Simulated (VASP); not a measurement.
# Ru (P6_3/mmc) in VASP: further runs

Ru is run at these levels: LDA; tasks: single point.

All numbers are computed with VASP 6.6.1; they aren't measurements. Logs are shortened: lines on timing, memory, paths and dates and some standing lists are left out, and cuts for length are marked.

### Step 1. The cell of the first run

The structure is hexagonal, space group P6_3/mmc (No. 194). The conventional cell has a = 2.672 Å, b = 2.672 Å, c = 4.229 Å, α = 90.00°, β = 90.00°, γ = 120.00°. Within 3.5 Å of Ru (site symmetry -6m2) lie 12 Ru at 2.62 to 2.67 Å.

### Step 2. Single point, LDA

INCAR reads:

```
PREC = Accurate ; ENCUT = 520
EDIFF = 1E-6 ; ISMEAR = -1
SIGMA = 0.05 ; LREAL = False
LASPH = True ; NELM = 80
ALGO = Normal ; ISIF = 2
LWAVE = False ; LCHARG = True
LELF = True ; LVHAR = True
NBANDS = 21
```

KPOINTS reads:

```
Automatic mesh
0
Gamma
  10 10 5
```

POSCAR reads:

```
Ru
1.0
    2.6724726904      0.0000000000      0.0000000000
   -1.3362363452      2.3144292408      0.0000000000
    0.0000000000      0.0000000000      4.2291598813
Ru
2
Direct
    0.3333333333      0.6666666667      0.2500000000
    0.6666666667      0.3333333333      0.7500000000
```

Potentials or basis: VASP PAW LDA potentials, release 64 (Ru_pv).

Started as:

```
cat potpaw_LDA.64/Ru_pv/POTCAR > POTCAR
mpirun -np 1 vasp_std > vasp.out
```

OUTCAR:

```text
PREC = Accurate
   ENCUT = 520
   EDIFF = 1E-6
   ISMEAR = -1
   LREAL = False
   LASPH = True
   NELM = 80
   ISIF = 2

 ion  position               nearest neighbor table
   1  0.333  0.667  0.250-   2 2.62   2 2.62   2 2.62   2 2.62   2 2.62   2 2.62
   2  0.667  0.333  0.750-   1 2.62   1 2.62   1 2.62   1 2.62   1 2.62   1 2.62

  LATTYP: Found a hexagonal cell.
 ALAT       =     2.6724726904
 C/A-ratio  =     1.5824894662

  Lattice vectors:

 A1 = (   2.6724726904,   0.0000000000,   0.0000000000)
 A2 = (  -1.3362363452,   2.3144292408,   0.0000000000)
 A3 = (   0.0000000000,   0.0000000000,   4.2291598813)

Analysis of symmetry for initial positions (statically):
=====================================================================
 Subroutine PRICEL returns:
 Original cell was already a primitive cell.

 Routine SETGRP: Setting up the symmetry group for a
 hexagonal supercell.

 Subroutine GETGRP returns: Found 24 space group operations
 (whereof 12 operations were pure point group operations)
 out of a pool of 24 trial point group operations.

The static configuration has the point symmetry D_3d.
 The point group associated with its full space group is D_6h.

Analysis of symmetry for dynamics (positions and initial velocities):
=====================================================================
 Subroutine PRICEL returns:
 Original cell was already a primitive cell.

 Routine SETGRP: Setting up the symmetry group for a
 hexagonal supercell.

 Subroutine GETGRP returns: Found 24 space group operations
 (whereof 12 operations were pure point group operations)
 out of a pool of 24 trial point group operations.

The dynamic configuration has the point symmetry D_3d.
 The point group associated with its full space group is D_6h.

 Subroutine INISYM returns: Found 24 space group operations
 (whereof 12 operations are pure point group operations),
 and found     1 'primitive' translations

----------------------------------------------------------------------------------------

                                     Primitive cell

  volume of cell :      26.1584

  direct lattice vectors                    reciprocal lattice vectors
     2.672472690  0.000000000  0.000000000     0.374185302  0.216035985  0.000000000
    -1.336236345  2.314429241  0.000000000     0.000000000  0.432071969  0.000000000
     0.000000000  0.000000000  4.229159881     0.000000000  0.000000000  0.236453581

  length of vectors
     2.672472690  2.672472690  4.229159881     0.432071969  0.432071969  0.236453581

  position of ions in fractional coordinates (direct lattice)
     0.333333333  0.666666667  0.250000000
     0.666666667  0.333333333  0.750000000

  ion indices of the primitive-cell ions
   primitive index   ion index
                 1           1
                 2           2

----------------------------------------------------------------------------------------

 KPOINTS: Automatic mesh

Automatic generation of k-mesh.
 Grid dimensions read from file:
 generate k-points for:   10   10    5

 Generating k-lattice:

  Cartesian coordinates                     Fractional coordinates (reciprocal lattice)
     0.037418530  0.021603598  0.000000000     0.100000000  0.000000000  0.000000000
     0.000000000  0.043207197  0.000000000     0.000000000  0.100000000  0.000000000
     0.000000000  0.000000000  0.047290716     0.000000000  0.000000000  0.200000000

  Length of vectors
     0.043207197  0.043207197  0.047290716

  Shift w.r.t. Gamma in fractional coordinates (k-lattice)
     0.000000000  0.000000000  0.000000000

 Subroutine IBZKPT returns following result:
 ===========================================

 Found     42 irreducible k-points:

 Following reciprocal coordinates:
            Coordinates               Weight
  0.000000  0.000000  0.000000      1.000000
  0.100000  0.000000  0.000000      6.000000
  0.200000  0.000000  0.000000      6.000000
  0.300000  0.000000  0.000000      6.000000
  0.400000  0.000000  0.000000      6.000000
  0.500000  0.000000  0.000000      3.000000
[... 16 lines left out ...]
  0.300000  0.100000  0.200000     24.000000
  0.400000  0.100000  0.200000     24.000000
 [... further k-points ...]
   k-points           NKPTS =     42   k-points in BZ     NKDIM =     42   number of bands    NBANDS=     21
   number of dos      NEDOS =    301   number of ions     NIONS =      2
   total plane-waves  NPLWV =  12800
   dimension x,y,z NGX =    20 NGY =   20 NGZ =   32
   dimension x,y,z NGXF=    40 NGYF=   40 NGZF=   64
   ions per type =               2
   NGX,Y,Z   is equivalent  to a cutoff of  12.44, 12.44, 12.58 a.u.
   NGXF,Y,Z  is equivalent  to a cutoff of  24.88, 24.88, 25.16 a.u.
 SYSTEM =  unknown system
   PREC   = accura    normal or accurate (medium, high low for compatibility)
   ISTART =      0    job   : 0-new  1-cont  2-samecut
   ICHARG =      2    charge: 1-file 2-atom 10-const
   ISPIN  =      1    spin polarized calculation?
   LNONCOLLINEAR =      F non collinear calculations
   LSORBIT =      F    spin-orbit coupling
   LASPH  =      T    aspherical Exc in radial PAW
   ENCUT  =  520.0 eV  38.22 Ry    6.18 a.u.   4.97  4.97  7.86*2*pi/ulx,y,z
   NELM   =     80;   NELMIN=  2; NELMDL= -5     # of ELM steps
   EDIFF  = 0.1E-05   stopping-criterion for ELM
   LREAL  =      F    real-space projection
   EDIFFG = 0.1E-04   stopping-criterion for IOM
   NSW    =      0    number of steps for IOM
   IBRION =     -1    ionic relax: 0-MD 1-quasi-New 2-CG
   NFREE  =      0    steps in history (QN), initial steepest desc. (CG)
   ISIF   =      2    stress and relaxation
   ISYM   =      2    0-nonsym 1-usesym 2-fastsym
   POTIM  = 0.5000    time-step for ionic-motion
   TEBEG  =    0.0;   TEEND  =   0.0 temperature during run
   PSTRESS=    0.0 pullay stress
   NELECT =      28.0000    total number of electrons
   NUPDOWN=      -1.0000    fix difference up-down
   EMIN   =  10.00;   EMAX   =-10.00  energy-range for DOS
   EFERMI =   0.00;   METHOD = LEGACY
   ISMEAR =    -1;   SIGMA  =   0.05  broadening in eV -4-tet -1-fermi 0-gaus
   EFERMI_NEDOS =   21; number of points for ismear=-14 and -15
   IALGO  =     38    algorithm
   IMIX   =      4    mixing-type and parameters
     AMIX     =   0.40;   BMIX     =  1.00
     AMIX_MAG =   1.60;   BMIX_MAG =  1.00
  volume/ion in A,a.u.               =      13.08        88.26
  Fermi-wavevector in a.u.,A,eV,Ry     =   1.674649  3.164627 38.156840  2.804449
  Thomas-Fermi vector in A             =   2.759407
   LORBIT       =      0    0 simple, 1 ext, 2 COOP (PROOUT), +10 PAW based schemes
   GGA     = CA    functional components
   LHFCALC =     F    Hartree Fock is set to
   AEXX    =    0.0000 exact exchange contribution
   IVDW    =     0    specifies the selected vdW correction
   LEPSILON=     F    determine dielectric tensor
   LRPA    =     F    only Hartree local field effects (RPA)
 non-spin polarized calculation
  energy-cutoff  :      520.00
  volume of cell :       26.16
 maximum number of plane-waves:       717
 NGX is ok and might be reduce to    20
   NGX =  9   NGY =  9   NGZ = 15

 number of electron      27.9999992 magnetization

 Free energy of the ion-electron system (eV)
  ---------------------------------------------------
  ext. energy  EPLUGINS =         0.00000000
  ---------------------------------------------------
  free energy    TOTEN  =       -21.38882007 eV

  energy without entropy =      -21.36810032  energy(sigma->0) =      -21.37846019

 E-fermi :  13.4525     XC(G=0): -14.6107

 val. band max:       13.4521866984   @ k =   0.1000   0.1000   0.4000
 cond. band min:      13.4580478541   @ k =   0.2000   0.1000   0.2000
 fundamental gap:      0.0058611557
 Fermi energy:        13.4524626572

 k-point     1 :       0.0000    0.0000    0.0000
  band No.  band energies     occupation
      1     -30.2235      2.00000
      2     -29.1355      2.00000
      3     -29.1355      2.00000
      4     -28.9415      2.00000
      5     -28.9415      2.00000
      6     -28.9097      2.00000
[... 13 lines left out ...]
     20      23.3440      0.00000
     21      24.1460      0.00000

 k-point     2 :       0.1000    0.0000    0.0000
  band No.  band energies     occupation
      1     -30.1847      2.00000
      2     -29.2183      2.00000
      3     -29.1632      2.00000
      4     -29.0276      2.00000
      5     -28.9527      2.00000
      6     -28.9278      2.00000
[... 13 lines left out ...]
     20      23.3438      0.00000
     21      24.0856      0.00000

 k-point     3 :       0.2000    0.0000    0.0000
  band No.  band energies     occupation
      1     -30.0757      2.00000
      2     -29.4351      2.00000
      3     -29.2461      2.00000
      4     -29.2328      2.00000
      5     -28.9847      2.00000
      6     -28.9823      2.00000
[... 13 lines left out ...]
     20      23.3438      0.00000
     21      23.8829      0.00000

 k-point     4 :       0.3000    0.0000    0.0000
  band No.  band energies     occupation
      1     -29.9188      2.00000
      2     -29.7024      2.00000
      3     -29.5037      2.00000
      4     -29.3144      2.00000
      5     -29.0715      2.00000
      6     -29.0275      2.00000
[... 13 lines left out ...]
     20      23.3436      0.00000
     21      23.6217      0.00000

 k-point     5 :       0.4000    0.0000    0.0000
  band No.  band energies     occupation
      1     -29.9174      2.00000
      2     -29.7547      2.00000
      3     -29.7034      2.00000
      4     -29.3780      2.00000
      5     -29.1805      2.00000
      6     -29.0637      2.00000
[... 13 lines left out ...]
     20      23.3436      0.00000
     21      24.4344      0.00000
[... 382 lines left out ...]
     20      23.3438      0.00000
     21      25.9038      0.00000

 k-point    22 :       0.2000    0.1000    0.2000
  band No.  band energies     occupation
      1     -29.9533      2.00000
      2     -29.5407      2.00000
      3     -29.4641      2.00000
      4     -29.2706      2.00000
      5     -29.0772      2.00000
      6     -29.0379      2.00000
[... 13 lines left out ...]
     20      23.3437      0.00000
     21      26.0119      0.00000

 k-point    23 :       0.3000    0.1000    0.2000
  band No.  band energies     occupation
      1     -29.9545      2.00000
      2     -29.7431      2.00000
      3     -29.5580      2.00000
      4     -29.3584      2.00000
      5     -29.1518      2.00000
      6     -29.0926      2.00000
[... 13 lines left out ...]
     20      23.3435      0.00000
     21      25.2125      0.00000

 k-point    24 :       0.4000    0.1000    0.2000
  band No.  band energies     occupation
      1     -30.0354      2.00000
      2     -29.8456      2.00000
      3     -29.5465      2.00000
      4     -29.3878      2.00000
      5     -29.2230      2.00000
      6     -29.1329      2.00000
[... 13 lines left out ...]
     20      23.3427      0.00000
     21      24.3360      0.00000

 [... further k-points ...]

------------------------ aborting loop because EDIFF is reached ----------------------------------------

  FORCE on cell =-STRESS in cart. coord.  units (eV):
  Direction    XX          YY          ZZ          XY          YZ          ZX
  --------------------------------------------------------------------------------------
  -------------------------------------------------------------------------------------
  Total        0.4435717      0.4435717     -0.2893769      0.0000000      0.0000000      0.0000000
  in kB       27.1683386     27.1683386    -17.7240564      0.0000000      0.0000000      0.0000000
  external PRESSURE =      12.2042069 kB  Pullay stress =       0.0000000 kB

 VOLUME and BASIS-vectors are now :
 -----------------------------------------------------------------------------
  energy-cutoff  :      520.00
  volume of cell :       26.16
      direct lattice vectors                 reciprocal lattice vectors
     2.672472690  0.000000000  0.000000000     0.374185302  0.216035985  0.000000000
    -1.336236345  2.314429241  0.000000000     0.000000000  0.432071969  0.000000000
     0.000000000  0.000000000  4.229159881     0.000000000  0.000000000  0.236453581

 POSITION                                       TOTAL-FORCE (eV/Angst)
 -----------------------------------------------------------------------------------
     -0.00000      1.54295      1.05729        -0.000000     -0.000000      0.000000
      1.33624      0.77148      3.17187         0.000000      0.000000      0.000000
 -----------------------------------------------------------------------------------
    total drift:                               -0.000000      0.000000     -0.000000

  FREE ENERGIE OF THE ION-ELECTRON SYSTEM (eV)
  ---------------------------------------------------
  free  energy   TOTEN  =       -21.3888200665 eV

  energy  without entropy=      -21.3681003189  energy(sigma->0) =      -21.37846019
```

Wall time 6.9 s (1 thread of Intel Xeon 6975P-C (Granite Rapids), shared host); peak memory 0.13 GiB.

Results:

```
Free energy            : -21.3888 eV
Pressure               : 1.2 GPa
Band gap on the k mesh : zero (band 14 reaches 14.97 eV, above the bottom of band 15 at 11.69 eV)
```

Levels at points of the mesh, in eV from the Fermi level:
```tsv
k point	band 10	band 11	band 12	band 13	band 14	band 15	band 16	band 17	band 18	band 19
(0.00, 0.00, 0.00)	-2.82	-2.64	-2.09	-2.09	-1.53	-1.53	1.21	1.21	1.28	9.88
(0.50, 0.00, 0.00)	-3.26	-2.24	-1.92	-1.67	1.49	1.93	2.01	4.24	6.34	9.89
```

(Part 1 of 2 ends here.)
